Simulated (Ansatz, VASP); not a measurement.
# Ta: VASP beside Ansatz

INCAR

```
PREC = Accurate ; ENCUT = 520
EDIFF = 1E-7 ; ISMEAR = 1
SIGMA = 0.02 ; LREAL = F
LASPH = T ; NELM = 100
ALGO = Fast ; ISIF = 2
LWAVE = F ; LCHARG = F
GGA = CA ; NBANDS = 12
```

Contents of KPOINTS:

```
Automatic mesh
0
Gamma
  22 22 22
```

File POSCAR:

```
Ta
1.0
   -1.6739030852      1.6739030852      1.6069469618
    1.6739030852     -1.6739030852      1.6069469618
    1.6739030852      1.6739030852     -1.6069469618
Ta
1
Direct
    0.0000000000      0.0000000000      0.0000000000
```

Input for Ansatz:

```yaml
crystal:
  lattice:
    - [-1.6739030852, 1.6739030852, 1.6069469618]
    - [1.6739030852, -1.6739030852, 1.6069469618]
    - [1.6739030852, 1.6739030852, -1.6069469618]
  atoms:
    - { symbol: Ta, position: [0.0, 0.0, 0.0] }
basis:
  ecutwfc: 420
kpoints:
  mp_grid: { grid: [22, 22, 22] }
hamiltonian:
  xc: lda
scf:
  occupations: { method: methfessel_paxton, width: 0.02 }
output:
  forces: true
  stress: true
  eigenvalues: true
```

Alike in both runs: task single point; functional LDA; k mesh 22 × 22 × 22; occupations methfessel-paxton of order 1, width 0.02 eV; no spin polarisation.

|  | VASP | Ansatz |
| --- | --- | --- |
| version | VASP 6.6.1 | Ansatz 0.2.0 |
| potentials or method | VASP PAW LDA potentials, release 64 (Ta_pv), cutoff 520 eV | scalar-relativistic, plane waves, PAW |
| valence electrons in the cell | 11 | 13 |

Ansatz gave:

```
gap on the k mesh at the Fermi level (eV)                     : none
pressure (GPa)                                                : -8.9
traceless stress, the component that is largest in VASP (GPa) : 2.80
```

What did VASP give for the same quantities?

gap on the k mesh at the Fermi level (eV): none; pressure (GPa): -8.2; traceless stress, the component that is largest in VASP (GPa): 2.85.

LDA's correlation is that of Perdew and Zunger in VASP and of Perdew and Wang (1992) in Ansatz. A gap of «none» marks a metal or a gap that the smearing closes. VASP's potentials hold 11 valence electrons a cell and Ansatz's 13, so a difference there can come from the potentials and not from the codes.

Spin-orbit coupling is off throughout.
